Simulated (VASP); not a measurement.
# Ga (R-3m) in VASP: further runs, part 2 of 2

VASP 6.6.1. The steps go on from the part before.

### Step 3. Electric field gradients, r2SCAN

POSCAR

```
Ga
1.0
    0.0000000000      2.8744485395      2.8744485395
    2.8744485395      0.0000000000      2.8744485395
    2.8744485395      2.8744485395      0.0000000000
Ga
2
Direct
   -0.0875000000     -0.1375000000     -0.1375000000
    0.0875000000      0.1375000000      0.1375000000
```

INCAR.step1

```
SYSTEM = Ga
  PREC = Accurate
  ENCUT = 520
  ISMEAR = -1
  SIGMA = 0.05
  LREAL = .False.
  LASPH = .True.
  NELM = 100
  NBANDS = 20
  GGA = PE
  ALGO = Normal
  EDIFF = 1E-4
  LWAVE = .True.
  LCHARG = .False.
```

INCAR.step2

```
SYSTEM = Ga
  PREC = Accurate
  ENCUT = 520
  EDIFF = 1E-8
  ISMEAR = -1
  SIGMA = 0.05
  LREAL = .False.
  LASPH = .True.
  NELM = 100
  ALGO = Normal
  ISIF = 2
  LWAVE = .False.
  LCHARG = .False.
  METAGGA = R2SCAN
  LMIXTAU = .True.
  LEFG = .True.
  NBANDS = 20
  ISTART = 1
```

KPOINTS

```
regular mesh
0
Gamma
  9 9 9
  0 0 0
```

Potentials or basis: VASP PAW PBE potentials, release 64 (Ga_d).

Run with:

```
$ cat potpaw_PBE.64/Ga_d/POTCAR > POTCAR
$ cp INCAR.step1 INCAR
$ mpirun -np 1 vasp_std > vasp.out
$ cp INCAR.step2 INCAR
$ mpirun -np 1 vasp_std > vasp.out
```

OUTCAR:

```text
SYSTEM = Ga
   PREC = Accurate
   ENCUT = 520
   EDIFF = 1E-8
   ISMEAR = -1
   LREAL = .False.
   LASPH = .True.
   NELM = 100
   ISIF = 2
   METAGGA = R2SCAN
   ISTART = 1

 ion  position               nearest neighbor table
   1  0.913  0.862  0.862-   2 2.42   2 2.42   2 2.42   2 2.74
   2  0.087  0.138  0.138-   1 2.42   1 2.42   1 2.42   1 2.74

  LATTYP: Found a face centered cubic cell.
 ALAT       =     5.7488970790

  Lattice vectors:

 A1 = (   0.0000000000,   2.8744485395,   2.8744485395)
 A2 = (   2.8744485395,   0.0000000000,   2.8744485395)
 A3 = (   2.8744485395,   2.8744485395,   0.0000000000)

Analysis of symmetry for initial positions (statically):
=====================================================================
 Subroutine PRICEL returns:
 Original cell was already a primitive cell.

 Routine SETGRP: Setting up the symmetry group for a
 face centered cubic supercell.

 Subroutine GETGRP returns: Found 12 space group operations
 (whereof  4 operations were pure point group operations)
 out of a pool of 48 trial point group operations.

The static configuration has the point symmetry C_2h.
 The point group associated with its full space group is D_3d.

Analysis of symmetry for dynamics (positions and initial velocities):
=====================================================================
 Subroutine PRICEL returns:
 Original cell was already a primitive cell.

 Routine SETGRP: Setting up the symmetry group for a
 face centered cubic supercell.

 Subroutine GETGRP returns: Found 12 space group operations
 (whereof  4 operations were pure point group operations)
 out of a pool of 48 trial point group operations.

[... 149 lines left out ...]

 val. band max:        2.8495377882   @ k =   0.3333   0.2222   0.1111
 cond. band min:       2.8568001458   @ k =   0.2222   0.1111   0.0000
 fundamental gap:      0.0072623576
 Fermi energy:         2.8500473764

 k-point     1 :       0.0000    0.0000    0.0000
  band No.  band energies     occupation
      1     -12.4521      2.00000
      2     -12.4521      2.00000
      3     -12.4509      2.00000
      4     -12.4013      2.00000
      5     -12.4013      2.00000
      6     -12.0397      2.00000
[... 541 lines left out ...]
     19      13.6911      0.00000
     20      13.8172      0.00000

 [... further k-points ...]
[... 5 lines left out ...]
  --------------------------------------------------------------------------------------
  -------------------------------------------------------------------------------------
  Total        0.4942519      0.4942519      0.4942519      0.9344145     -0.9344145      0.9344145
  in kB       16.6711396     16.6711396     16.6711396     31.5178476    -31.5178476     31.5178476
  external PRESSURE =      16.6711396 kB  Pullay stress =       0.0000000 kB

 VOLUME and BASIS-vectors are now :
 -----------------------------------------------------------------------------
  energy-cutoff  :      520.00
  volume of cell :       47.50
      direct lattice vectors                 reciprocal lattice vectors
     0.000000000  2.874448539  2.874448539    -0.173946409  0.173946409  0.173946409
     2.874448539  0.000000000  2.874448539     0.173946409 -0.173946409  0.173946409
     2.874448539  2.874448539  0.000000000     0.173946409  0.173946409 -0.173946409

 POSITION                                       TOTAL-FORCE (eV/Angst)
 -----------------------------------------------------------------------------------
      4.95842      5.10215      5.10215         0.280128     -0.280128     -0.280128
      0.79047      0.64675      0.64675        -0.280128      0.280128      0.280128
 -----------------------------------------------------------------------------------
    total drift:                               -0.000000     -0.000000     -0.000000

  FREE ENERGIE OF THE ION-ELECTRON SYSTEM (eV)
  ---------------------------------------------------
  free  energy   TOTEN  =       -22.1708924259 eV

  energy  without entropy=      -22.1576482060  energy(sigma->0) =      -22.16427032

 Electric field gradients (V/A^2)
---------------------------------------------------------------------
 ion       V_xx      V_yy      V_zz      V_xy      V_xz      V_yz
---------------------------------------------------------------------
   1       0.000    -0.000    -0.000   -35.873   -35.873    35.876
   2       0.000    -0.000    -0.000   -35.873   -35.873    35.876
---------------------------------------------------------------------

 Electric field gradients after diagonalization (V/A^2)
 (convention: |V_zz| > |V_xx| > |V_yy|)
----------------------------------------------------------------------
 ion       V_xx      V_yy      V_zz     asymmetry (V_yy - V_xx)/ V_zz
----------------------------------------------------------------------
   1     -35.876   -35.872    71.747       0.000
   2     -35.876   -35.872    71.747       0.000
----------------------------------------------------------------------

           NMR quadrupolar parameters

 Cq : quadrupolar parameter    Cq=e*Q*V_zz/h
 eta: asymmetry parameters     (V_yy - V_xx)/ V_zz
 Q  : nuclear electric quadrupole moment in mb (millibarn)
----------------------------------------------------------------------
 ion       Cq(MHz)       eta       Q (mb)
----------------------------------------------------------------------
   1       0.173       0.000       1.000
   2       0.173       0.000       1.000
----------------------------------------------------------------------
```

OSZICAR.step1:

```text
N       E                     dE             d eps       ncg     rms          rms(c)
DAV:   1     0.136779927787E+03    0.13678E+03   -0.13247E+04  3536   0.225E+03
DAV:   2     0.773194981007E+01   -0.12905E+03   -0.12618E+03  3480   0.388E+02
DAV:   3    -0.493356610538E+01   -0.12666E+02   -0.12607E+02  3868   0.999E+01
DAV:   4    -0.515914066541E+01   -0.22557E+00   -0.22545E+00  3892   0.146E+01
DAV:   5    -0.516300895417E+01   -0.38683E-02   -0.38680E-02  3928   0.189E+00    0.171E+00
DAV:   6    -0.513940661160E+01    0.23602E-01   -0.65460E-02  4624   0.416E+00    0.932E-01
DAV:   7    -0.513693260700E+01    0.24740E-02   -0.21963E-02  4604   0.206E+00    0.201E-01
DAV:   8    -0.513710172208E+01   -0.16912E-03   -0.48099E-03  3748   0.820E-01    0.444E-02
DAV:   9    -0.513715939612E+01   -0.57674E-04   -0.50439E-04  3612   0.212E-01
   1 F= -.51371594E+01 E0= -.51306540E+01  d E =-.130108E-01
```

Run time: 4.4 min. Hardware: 1 thread of AMD EPYC 7R13 (Zen 3), shared host; peak memory 0.18 GiB.

What came out:

```yaml
Free_energy: -22.1709 eV
Pressure: 1.7 GPa
Largest_force: 0.485 eV/Å
Band_gap_on_the_k_mesh: zero (band 13 reaches 5.41 eV, above the bottom of band 14 at 1.55 eV)
```

Forces in eV/Å, atoms in the order of the input:
```
Ga   0.280 -0.280 -0.280
Ga  -0.280  0.280  0.280
```

Levels at points of the mesh, in eV from the Fermi level:
```
           k point  band 10  band 11  band 12  band 13  band 14  band 15  band 16  band 17
(0.00, 0.00, 0.00)   -14.82   -10.11     2.56     2.56     4.16     4.35     4.65     5.59
```

Electric field gradients, principal values (V/Å²):
```
atom    least   middle  greatest (by size)
1 Ga  -35.872  -35.876              71.747
2 Ga  -35.872  -35.876              71.747
```

Caveat: without QUAD_EFG the Cq values of the log hold for a quadrupole moment of 1 mb, not for the nuclei; the PAW data sets were made with another functional, which shifts forces and pressure a little.
